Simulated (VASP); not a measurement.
# AgCl (Fmm2) in VASP: further runs

Runs on AgCl. Level: LDA. Tasks: single point.

Program: VASP 6.6.1. These are calculated values, not measurements. Logs are shortened: lines on timing, memory, paths and dates and some standing lists are left out, and cuts for length are marked.

## Step 1: The cell of the first run

Symmetry: Fmm2, No. 42, orthorhombic system. Conventional cell: a = 5.355 Å, b = 5.569 Å, c = 5.569 Å, α = 90.00°, β = 90.00°, γ = 90.00°. Within 2.9 Å of Ag (site symmetry mm2) lie 5 Cl at 2.16 to 2.85 Å. Within 2.9 Å of Cl (site symmetry mm2) lie 5 Ag at 2.16 to 2.85 Å.

## Step 2: Single point, LDA (atoms displaced along a vibrational mode, the cell strained)

File INCAR:

```
PREC = Accurate ; ENCUT = 520
EDIFF = 1E-6 ; ISMEAR = 0
SIGMA = 0.05 ; LREAL = F
LASPH = T ; NELM = 80
ALGO = Normal ; ISIF = 2
LWAVE = F ; LCHARG = T
GGA = CA ; LELF = T
LVHAR = T ; NBANDS = 16
```

File KPOINTS:

```
Automatic mesh
0
Gamma
  10 10 10
```

File POSCAR:

```
AgCl
1.0
    0.0000000000      2.7844039080      2.6773114500
    2.7844039080      0.0000000000      2.6773114500
    2.7844039080      2.7844039080      0.0000000000
Ag Cl
1 1
Direct
    0.5278030294      0.4721969706      0.5278030294
   -0.0845997951      0.0845997951     -0.0845997951
```

Potentials or basis: VASP PAW LDA potentials, release 64 (Ag, Cl).

Started as:

```sh
cat potpaw_LDA.64/Ag/POTCAR potpaw_LDA.64/Cl/POTCAR > POTCAR
mpirun -np 1 vasp_std > vasp.out
```

OUTCAR:

```text
PREC = Accurate
   ENCUT = 520
   EDIFF = 1E-6
   ISMEAR = 0
   LREAL = F
   LASPH = T
   NELM = 80
   ISIF = 2
   GGA = CA

 ion  position               nearest neighbor table
   1  0.528  0.472  0.528-   2 2.16   2 2.75   2 2.75   2 2.85   2 2.85
   2  0.915  0.085  0.915-   1 2.16   1 2.75   1 2.75   1 2.85   1 2.85

  LATTYP: Found a body centered tetragonal cell.
 ALAT       =     3.9377417698
 C/A-ratio  =     1.3598207331

  Lattice vectors:

 A1 = (   0.0000000000,  -2.7844039080,  -2.6773114500)
 A2 = (   0.0000000000,   2.7844039080,  -2.6773114500)
 A3 = (   2.7844039080,   0.0000000000,   2.6773114500)

Analysis of symmetry for initial positions (statically):
=====================================================================
 Subroutine PRICEL returns:
 Original cell was already a primitive cell.

 Routine SETGRP: Setting up the symmetry group for a
 body centered tetragonal supercell.

 Subroutine GETGRP returns: Found  4 space group operations
 (whereof  4 operations were pure point group operations)
 out of a pool of 16 trial point group operations.

The static configuration has the point symmetry C_2v.

Analysis of symmetry for dynamics (positions and initial velocities):
=====================================================================
 Subroutine PRICEL returns:
 Original cell was already a primitive cell.

 Routine SETGRP: Setting up the symmetry group for a
 body centered tetragonal supercell.

 Subroutine GETGRP returns: Found  4 space group operations
 (whereof  4 operations were pure point group operations)
 out of a pool of 16 trial point group operations.

The dynamic configuration has the point symmetry C_2v.

 Subroutine INISYM returns: Found  4 space group operations
 (whereof  4 operations are pure point group operations),
 and found     1 'primitive' translations

----------------------------------------------------------------------------------------

                                     Primitive cell

  volume of cell :      41.5139

  direct lattice vectors                    reciprocal lattice vectors
     0.000000000  2.784403908  2.677311450    -0.179571649  0.179571649  0.186754514
     2.784403908  0.000000000  2.677311450     0.179571649 -0.179571649  0.186754514
     2.784403908  2.784403908  0.000000000     0.179571649  0.179571649 -0.186754514

  length of vectors
     3.862758305  3.862758305  3.937741770     0.315228810  0.315228810  0.315228810

  position of ions in fractional coordinates (direct lattice)
     0.527803029  0.472196971  0.527803029
     0.915400205  0.084599795  0.915400205

  ion indices of the primitive-cell ions
   primitive index   ion index
                 1           1
                 2           2

----------------------------------------------------------------------------------------

 KPOINTS: Automatic mesh

Automatic generation of k-mesh.
 Grid dimensions read from file:
 generate k-points for:   10   10   10

 Generating k-lattice:

  Cartesian coordinates                     Fractional coordinates (reciprocal lattice)
    -0.017957165  0.017957165  0.018675451     0.100000000  0.000000000  0.000000000
     0.017957165 -0.017957165  0.018675451     0.000000000  0.100000000  0.000000000
     0.017957165  0.017957165 -0.018675451     0.000000000  0.000000000  0.100000000

  Length of vectors
     0.031522881  0.031522881  0.031522881

  Shift w.r.t. Gamma in fractional coordinates (k-lattice)
     0.000000000  0.000000000  0.000000000

 Subroutine IBZKPT returns following result:
 ===========================================

 Found    171 irreducible k-points:

 Following reciprocal coordinates:
            Coordinates               Weight
  0.000000  0.000000  0.000000      1.000000
  0.100000 -0.000000  0.000000      8.000000
  0.200000 -0.000000  0.000000      8.000000
  0.300000  0.000000  0.000000      8.000000
  0.400000  0.000000  0.000000      8.000000
  0.500000  0.000000  0.000000      4.000000
[... 16 lines left out ...]
  0.300000  0.300000  0.000000      2.000000
  0.400000  0.300000  0.000000      8.000000
 [... further k-points ...]
   k-points           NKPTS =    171   k-points in BZ     NKDIM =    171   number of bands    NBANDS=     16
   number of dos      NEDOS =    301   number of ions     NIONS =      2
   total plane-waves  NPLWV =  27000
   dimension x,y,z NGX =    30 NGY =   30 NGZ =   30
   dimension x,y,z NGXF=    60 NGYF=   60 NGZF=   60
   ions per type =               1   1
   NGX,Y,Z   is equivalent  to a cutoff of  12.91, 12.91, 12.67 a.u.
   NGXF,Y,Z  is equivalent  to a cutoff of  25.82, 25.82, 25.33 a.u.
 SYSTEM =  unknown system
   PREC   = accura    normal or accurate (medium, high low for compatibility)
   ISTART =      0    job   : 0-new  1-cont  2-samecut
   ICHARG =      2    charge: 1-file 2-atom 10-const
   ISPIN  =      1    spin polarized calculation?
   LNONCOLLINEAR =      F non collinear calculations
   LSORBIT =      F    spin-orbit coupling
   LASPH  =      T    aspherical Exc in radial PAW
   ENCUT  =  520.0 eV  38.22 Ry    6.18 a.u.   7.18  7.18  7.32*2*pi/ulx,y,z
   NELM   =     80;   NELMIN=  2; NELMDL= -5     # of ELM steps
   EDIFF  = 0.1E-05   stopping-criterion for ELM
   LREAL  =      F    real-space projection
   EDIFFG = 0.1E-04   stopping-criterion for IOM
   NSW    =      0    number of steps for IOM
   IBRION =     -1    ionic relax: 0-MD 1-quasi-New 2-CG
   NFREE  =      0    steps in history (QN), initial steepest desc. (CG)
   ISIF   =      2    stress and relaxation
   ISYM   =      2    0-nonsym 1-usesym 2-fastsym
   POTIM  = 0.5000    time-step for ionic-motion
   TEBEG  =    0.0;   TEEND  =   0.0 temperature during run
   PSTRESS=    0.0 pullay stress
   NELECT =      18.0000    total number of electrons
   NUPDOWN=      -1.0000    fix difference up-down
   EMIN   =  10.00;   EMAX   =-10.00  energy-range for DOS
   EFERMI =   0.00;   METHOD = LEGACY
   ISMEAR =     0;   SIGMA  =   0.05  broadening in eV -4-tet -1-fermi 0-gaus
   EFERMI_NEDOS =   21; number of points for ismear=-14 and -15
   IALGO  =     38    algorithm
   IMIX   =      4    mixing-type and parameters
     AMIX     =   0.40;   BMIX     =  1.00
     AMIX_MAG =   1.60;   BMIX_MAG =  1.00
  volume/ion in A,a.u.               =      20.76       140.07
  Fermi-wavevector in a.u.,A,eV,Ry     =   1.239085  2.341532 20.889466  1.535332
  Thomas-Fermi vector in A             =   2.373583
   LORBIT       =      0    0 simple, 1 ext, 2 COOP (PROOUT), +10 PAW based schemes
   GGA     = CA    functional components
   LHFCALC =     F    Hartree Fock is set to
   AEXX    =    0.0000 exact exchange contribution
   IVDW    =     0    specifies the selected vdW correction
   LEPSILON=     F    determine dielectric tensor
   LRPA    =     F    only Hartree local field effects (RPA)
 non-spin polarized calculation
 Gauss-broadening in eV      SIGMA  =   0.05
  energy-cutoff  :      520.00
  volume of cell :       41.51
 maximum number of plane-waves:      1138
 NGX is ok and might be reduce to    30
   NGX = 15   NGY = 15   NGZ = 15

 number of electron      18.0000001 magnetization

 Free energy of the ion-electron system (eV)
  ---------------------------------------------------
  ext. energy  EPLUGINS =         0.00000000
  ---------------------------------------------------
  free energy    TOTEN  =        -6.27688583 eV

  energy without entropy =       -6.27688583  energy(sigma->0) =       -6.27688583

 E-fermi :   4.1421     XC(G=0): -10.5084

 val. band max:        3.8432338605   @ k =   0.0000  -0.1000   0.2000
 cond. band min:       4.8777264683   @ k =   0.0000   0.0000   0.0000
 fundamental gap:      1.0344926077
 Fermi energy:         4.1420645008

 k-point     1 :       0.0000    0.0000    0.0000
  band No.  band energies     occupation
      1     -11.5720      2.00000
      2      -1.1396      2.00000
      3      -0.2416      2.00000
      4      -0.0163      2.00000
      5       1.2027      2.00000
      6       1.2791      2.00000
[... 8 lines left out ...]
     15      17.0937      0.00000
     16      17.5672      0.00000

 k-point     2 :       0.1000   -0.0000    0.0000
  band No.  band energies     occupation
      1     -11.5331      2.00000
      2      -1.1999      2.00000
      3      -0.2710      2.00000
      4      -0.0632      2.00000
      5       1.2082      2.00000
      6       1.2371      2.00000
[... 8 lines left out ...]
     15      16.6131      0.00000
     16      17.4689      0.00000

 k-point     3 :       0.2000   -0.0000    0.0000
  band No.  band energies     occupation
      1     -11.4287      2.00000
      2      -1.3633      2.00000
      3      -0.4040      2.00000
      4      -0.1868      2.00000
      5       1.1976      2.00000
      6       1.2228      2.00000
[... 8 lines left out ...]
     15      16.2931      0.00000
     16      17.0266      0.00000

 k-point     4 :       0.3000    0.0000    0.0000
  band No.  band energies     occupation
      1     -11.2942      2.00000
      2      -1.5802      2.00000
      3      -0.6628      2.00000
      4      -0.3271      2.00000
      5       1.2468      2.00000
      6       1.2600      2.00000
[... 8 lines left out ...]
     15      16.7230      0.00000
     16      16.9911      0.00000
[... 324 lines left out ...]
 k-point    22 :      -0.2000    0.2000    0.0000
  band No.  band energies     occupation
      1     -11.2651      2.00000
      2      -1.6042      2.00000
      3      -0.5265      2.00000
      4      -0.4541      2.00000
      5       1.2933      2.00000
      6       1.3722      2.00000
[... 8 lines left out ...]
     15      17.8045      0.00000
     16      19.6831      0.00000

 k-point    23 :       0.3000    0.3000    0.0000
  band No.  band energies     occupation
      1     -11.2209      2.00000
      2      -1.1293      2.00000
      3      -0.7627      2.00000
      4      -0.5377      2.00000
      5       1.1550      2.00000
      6       1.4137      2.00000
[... 8 lines left out ...]
     15      17.8232      0.00000
     16      20.4221      0.00000

 k-point    24 :       0.4000    0.3000    0.0000
  band No.  band energies     occupation
      1     -11.1470      2.00000
      2      -1.1230      2.00000
      3      -0.8505      2.00000
      4      -0.5833      2.00000
      5       1.2791      2.00000
      6       1.4534      2.00000
[... 8 lines left out ...]
     15      18.4245      0.00000
     16      19.8273      0.00000

 [... further k-points ...]
[... 5 lines left out ...]
  --------------------------------------------------------------------------------------
  -------------------------------------------------------------------------------------
  Total       -1.0216758      5.9080289     -0.8931649      0.0000000      0.0000000      0.0000000
  in kB      -39.4303223    228.0131191    -34.4706037      0.0000000      0.0000000      0.0000000
  external PRESSURE =      51.3707311 kB  Pullay stress =       0.0000000 kB

 VOLUME and BASIS-vectors are now :
 -----------------------------------------------------------------------------
  energy-cutoff  :      520.00
  volume of cell :       41.51
      direct lattice vectors                 reciprocal lattice vectors
     0.000000000  2.784403908  2.677311450    -0.179571649  0.179571649  0.186754514
     2.784403908  0.000000000  2.677311450     0.179571649 -0.179571649  0.186754514
     2.784403908  2.784403908  0.000000000     0.179571649  0.179571649 -0.186754514

 POSITION                                       TOTAL-FORCE (eV/Angst)
 -----------------------------------------------------------------------------------
      2.78440      2.93923      2.67731         0.000000     -2.926543      0.000000
      2.78440      5.09769      2.67731         0.000000      2.926543      0.000000
 -----------------------------------------------------------------------------------
    total drift:                               -0.000000      0.000480     -0.000000

  FREE ENERGIE OF THE ION-ELECTRON SYSTEM (eV)
  ---------------------------------------------------
  free  energy   TOTEN  =        -6.2768858275 eV

  energy  without entropy=       -6.2768858275  energy(sigma->0) =       -6.27688583
```

It took 3 min on 1 thread of AMD EPYC 7R13, shared host; peak memory 0.2 GiB.

What came out:

| Property | Result |
| --- | --- |
| Free energy | -6.2769 eV |
| Pressure | 5.1 GPa |
| Largest force | 2.927 eV/Å |
| Band gap on the k mesh | 1.03 eV (least direct gap 1.33 eV) |

Forces in eV/Å, atoms in the order of the input:
```
Ag   0.000 -2.927  0.000
Cl   0.000  2.927  0.000
```

Stress tensor (GPa, compression positive):
```
-3.94  0.00  0.00
 0.00 22.80  0.00
 0.00  0.00 -3.45
```

Caveat: the cell differs from its parent crystal (atoms displaced along a vibrational mode, the cell strained); the stress differs along the axes, from -4 to 23 GPa; forces of over 1 eV/Å act on the atoms, so gaps and moduli don't describe the material at rest. A k mesh can miss the band edges.

## Step 3: Single point, LDA (atoms displaced along a vibrational mode, the cell strained)

File INCAR:

```
PREC = Accurate ; ENCUT = 520
EDIFF = 1E-7 ; ISMEAR = 0
SIGMA = 0.05 ; LREAL = False
LASPH = True ; NELM = 60
ALGO = Normal ; ISIF = 2
LWAVE = False ; LCHARG = False
GGA = CA ; NBANDS = 16
```

File KPOINTS:

```
regular mesh
0
Gamma
  10 10 10
```

File POSCAR:

```
AgCl
1.0
    0.0000000000      2.7844039080      2.6773114500
    2.7844039080      0.0000000000      2.6773114500
    2.7844039080      2.7844039080      0.0000000000
Ag Cl
1 1
Direct
    0.5185353529      0.4814646471      0.5185353529
   -0.0563998634      0.0563998634     -0.0563998634
```

Potentials or basis: VASP PAW LDA potentials, release 64 (Ag, Cl).

Started as:

```sh
cat potpaw_LDA.64/Ag/POTCAR potpaw_LDA.64/Cl/POTCAR > POTCAR
mpirun -np 1 vasp_std > vasp.out
```

It took 2.7 min on 1 thread of AMD EPYC 7R13, shared host; peak memory 0.2 GiB.

Results (log left out):

```yaml
Free_energy: -6.6364 eV
Pressure: -1.1 GPa
Largest_force: 0.864 eV/Å
Band_gap_on_the_k_mesh: 0.83 eV (least direct gap 1.66 eV)
```

Forces in eV/Å, atoms in the order of the input:
```
Ag   0.000 -0.864  0.000
Cl   0.000  0.864  0.000
```

Stress tensor (GPa, compression positive):
```
-4.30  0.00  0.00
 0.00  4.79  0.00
 0.00  0.00 -3.78
```

Levels at points of the mesh, in eV from the valence-band top:
```
           k point  band 6  band 7  band 8  band 9  band 10  band 11  band 12  band 13
(0.00, 0.00, 0.00)   -2.49   -1.48   -1.47   -0.83     0.83    10.20    10.20    10.27
(0.50, 0.00, 0.00)   -2.24   -1.85   -0.18    0.00     4.24     6.48     7.67     8.10
(0.50, 0.50, 0.00)   -2.03   -1.94   -1.93   -1.60     2.31     7.09     8.86    11.84
(0.50, 0.00, 0.50)   -2.29   -2.11   -2.10   -2.07     2.37     7.98     8.96    11.33
(0.00, 0.50, 0.50)   -2.02   -1.96   -1.91   -1.45     2.34     7.36     8.46    11.97
```

Caveat: the cell differs from its parent crystal (atoms displaced along a vibrational mode, the cell strained); the stress differs along the axes, from -4 to 5 GPa. A k mesh can miss the band edges.
